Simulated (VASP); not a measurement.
Set up this calculation in VASP 6.6.1, as the native input.

| Quantity | Value |
| --- | --- |
| Task | single point |
| Functional | PBE |
| Potentials or basis | VASP PAW PBE potentials, release 64 (Ti_sv, Si) |
| Cutoff | 520 eV |
| k mesh | 14 × 14 × 14 |
| Occupations | gaussian, width 0.15 eV |
| Spin | no spin polarisation |
| Dipole correction | no |
| Further INCAR settings | ALGO = Normal; EDIFF = 1e-06; NBANDS = 29 |

The structure of TiSi2 lies in POSCAR:

```
TiSi2
1.0
    0.0000000000      4.1351811254      4.2795976059
    2.4038689114      0.0000000000      4.2795976059
    2.4038689114      4.1351811254      0.0000000000
Ti Si
2 4
Direct
    0.7938125304      0.7938125304      0.7061874696
    0.5438125304      0.5438125304      0.4561874696
    0.0868244589      0.4131755411      0.0868244589
    0.4131755411      0.0868244589      0.4131755411
    0.1631755411      0.8368244589      0.1631755411
    0.8368244589      0.1631755411      0.8368244589
```

This cell differs from its parent crystal: all Ti atoms moved +0.375 Å, as atom 1 along Cartesian [0 0 1].

One way to write it, as run:

INCAR

```
PREC     = Accurate       # precision mode
ENCUT    = 520            # plane-wave cutoff, eV
EDIFF    = 1E-6           # SCF threshold, eV
ISMEAR   = 0              # smearing method
SIGMA    = 0.15           # smearing width, eV
LREAL    = F              # projectors in reciprocal space
LASPH    = T              # aspherical terms in the spheres
NELM     = 80             # most SCF steps
ALGO     = Normal         # electronic algorithm
ISIF     = 2              # what is computed and relaxed
LWAVE    = F              # write WAVECAR
LCHARG   = T              # write CHGCAR
GGA      = PE             # functional
LELF     = T              # ELF
LVHAR    = T            
NBANDS   = 29             # bands
```

KPOINTS

```
regular mesh
0
Gamma
  14 14 14
```

Potentials or basis: VASP PAW PBE potentials, release 64 (Ti_sv, Si).

Launch:

```bash
$ cat potpaw_PBE.64/Ti_sv/POTCAR potpaw_PBE.64/Si/POTCAR > POTCAR
$ mpirun -np 1 vasp_std > vasp.out
```

Results of the run:

The pressure is 9.6 GPa and the largest force is 5.720 eV/Å. The band gap on the k mesh is zero (band 20 reaches 10.63 eV, above the bottom of band 21 at 8.76 eV).

Caveat: the cell differs from its parent crystal (all Ti atoms moved +0.375 Å, as atom 1 along Cartesian [0 0 1]); forces of over 1 eV/Å act on the atoms, so gaps and moduli don't describe the material at rest.

It took 9.6 min on 1 thread of Intel(R) Xeon(R) 6975P-C (Granite Rapids) (shared host), peak memory 0.88 GiB.
